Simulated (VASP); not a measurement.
A run of VASP 6.6.1 is set up as follows.

POSCAR

```
Ge2H
1.0
    0.0000000000      3.0649190000      0.0000000000
    3.0649190000      0.0000000000      0.0000000000
    1.5324600000      1.5324600000     -4.1173310000
H Ge
1 2
Direct
    0.0000000000      0.0000000000      0.0000000000
    0.3330000000      0.3330000000      0.3340000000
    0.6670000000      0.6670000000      0.6660000000
```

Contents of INCAR.step1:

```
SYSTEM = Ge2H
ALGO = Normal ; EDIFF = 1E-4
ENCUT = 520 ; GGA = PE
ISMEAR = -1 ; LASPH = .True.
LCHARG = .False. ; LREAL = .False.
LWAVE = .True. ; NBANDS = 22
NELM = 60 ; PREC = Accurate
SIGMA = 0.1
```

Contents of INCAR.step2:

```
SYSTEM = Ge2H
ALGO = Normal ; EDIFF = 1E-6
ENCUT = 520 ; ISIF = 2
ISMEAR = -1 ; ISTART = 1
LASPH = .True. ; LCHARG = .True.
LELF = .True. ; LMIXTAU = .True.
LREAL = .False. ; LVHAR = .True.
LWAVE = .False. ; METAGGA = R2SCAN
NBANDS = 22 ; NELM = 60
PREC = Accurate ; SIGMA = 0.1
```

KPOINTS

```
k-points
0
Gamma
  6 6 6
  0 0 0
```

Potentials or basis: VASP PAW PBE potentials, release 64 (H, Ge_d).

Run with:

```sh
$ cat potpaw_PBE.64/H/POTCAR potpaw_PBE.64/Ge_d/POTCAR > POTCAR
$ cp INCAR.step1 INCAR
$ mpirun -np 1 vasp_std > vasp.out
$ cp INCAR.step2 INCAR
$ mpirun -np 1 vasp_std > vasp.out
```

Q: Predict the pressure.

A: 11.5 GPa.

Q: What does it give for the largest force?

A: 1.691 eV/Å.

Forces in eV/Å, atoms in the order of the input:
```
H    0.000  0.000  0.000
Ge   0.000  0.000  1.691
Ge   0.000  0.000 -1.691
```

Caveat: the k points lie up to 0.36 Å⁻¹ apart; the PAW data sets were made with another functional, which shifts forces and pressure a little.
